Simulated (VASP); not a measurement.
Write the native input for VASP 6.6.1 that does the following.

```yaml
Task: single point
Functional: PBE
Potentials_or_basis: VASP PAW PBE potentials, release 64 (B, N)
Cutoff: 520 eV
k_mesh: 8 × 8 × 8
Occupations: gaussian, width 0.1 eV
Spin: no spin polarisation
Dipole_correction: no
Further_INCAR_settings: ALGO = Normal; EDIFF = 1e-06; NBANDS = 11
```

The structure of BN (kpbe) lies in POSCAR:

```
BN
1.0
    0.0000000000      1.8130010000      1.8130010000
    1.8130010000      0.0000000000      1.8130010000
    1.8130010000      1.8130010000      0.0000000000
B N
1 1
Direct
    0.0000000000      0.0000000000      0.0000000000
    0.2500000000      0.2500000000      0.2500000000
```

One way to write it, as run:

INCAR

```
SYSTEM = BN
ALGO = Normal
EDIFF = 1E-6
ENCUT = 520
GGA = PE
ISIF = 2
ISMEAR = 0
LASPH = .TRUE.
LCHARG = .FALSE.
LREAL = .FALSE.
LWAVE = .FALSE.
NBANDS = 11
NELM = 80
PREC = Accurate
SIGMA = 0.1
```

KPOINTS

```
k-points
0
G
  8 8 8
  0 0 0
```

Potentials or basis: VASP PAW PBE potentials, release 64 (B, N).

The run is started by

```bash
$ cat potpaw_PBE.64/B/POTCAR potpaw_PBE.64/N/POTCAR > POTCAR
$ mpirun -np 1 vasp_std > vasp.out
```

Results of the run:

| Quantity | Value |
| --- | --- |
| Pressure | -0.2 GPa |
| Band gap on the k mesh | 4.45 eV, indirect (least direct gap 8.78 eV) |

Run time: 3 s on 1 thread of Intel(R) Xeon(R) Platinum 8375C CPU @ 2.90GHz (Ice Lake) (shared host), peak memory 0.11 GiB.
